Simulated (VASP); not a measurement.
## ZnAu: single point with PBE

ZnAu:

```
Zn Au
1.0
     3.14700    0.00000    0.00000
     0.00000    3.14700    0.00000
     0.00000    0.00000    3.14700
Zn Au
1 1
Direct
  0.65888 0.50000 0.50000
  0.00000 0.00000 0.00000
```

This cell differs from its parent crystal: all Zn atoms moved -0.500 Å, as atom 1 towards its neighbour atom 1 (Zn) at 3.147 Å.

| Item | Value |
| --- | --- |
| Program | VASP 6.6.1 |
| Task | single point |
| Functional | PBE |
| Potentials or basis | VASP PAW PBE potentials, release 64 (Zn, Au) |
| Cutoff | 500 eV |
| k mesh | 16 × 16 × 16 |
| Occupations | gaussian, width 0.15 eV |
| Spin | no spin polarisation |

- Pressure: 17.3 GPa
- Largest force: 1.867 eV/Å
- Band gap on the k mesh: zero (an odd number of electrons rules out a gap without spin polarisation)

Forces on the atoms (eV/Å):
```
Zn  -1.867  0.000  0.000
Au   1.867  0.000  0.000
```

Stress tensor (GPa, compression positive):
```
 8.56  0.00  0.00
 0.00 21.73  0.00
 0.00  0.00 21.73
```

Levels at points of the mesh, in eV from the Fermi level:
| k point | band 9 | band 10 | band 11 | band 12 | band 13 | band 14 | band 15 | band 16 |
| --- | --- | --- | --- | --- | --- | --- | --- | --- |
| (0.00, 0.00, 0.00) | -4.03 | -4.03 | -3.76 | 5.04 | 5.04 | 6.27 | 8.22 | 11.42 |
| (0.50, 0.00, 0.00) | -5.01 | -5.01 | -3.87 | -2.27 | 9.44 | 9.44 | 10.56 | 10.88 |
| (0.00, 0.50, 0.00) | -4.96 | -4.40 | -3.78 | -2.60 | 8.34 | 10.19 | 10.90 | 11.27 |
| (0.50, 0.50, 0.00) | -4.09 | -3.30 | -2.21 | -1.69 | 0.81 | 2.45 | 10.96 | 12.85 |
| (0.00, 0.50, 0.50) | -4.64 | -3.38 | -1.85 | -1.85 | 0.84 | 2.57 | 11.74 | 13.36 |
| (0.50, 0.50, 0.50) | -3.33 | -3.25 | 1.58 | 2.65 | 2.65 | 3.65 | 3.89 | 6.25 |

Wall time 2.2 min on 1 thread of Intel Xeon 8259CL, on a shared host, peak memory 0.33 GiB.

Caveat: the cell differs from its parent crystal (all Zn atoms moved -0.500 Å, as atom 1 towards its neighbour atom 1 (Zn) at 3.147 Å); the cell stands under pressure; spin-orbit coupling is left out, which moves the levels of the heavy elements; forces of over 1 eV/Å act on the atoms, so gaps and moduli don't describe the material at rest.
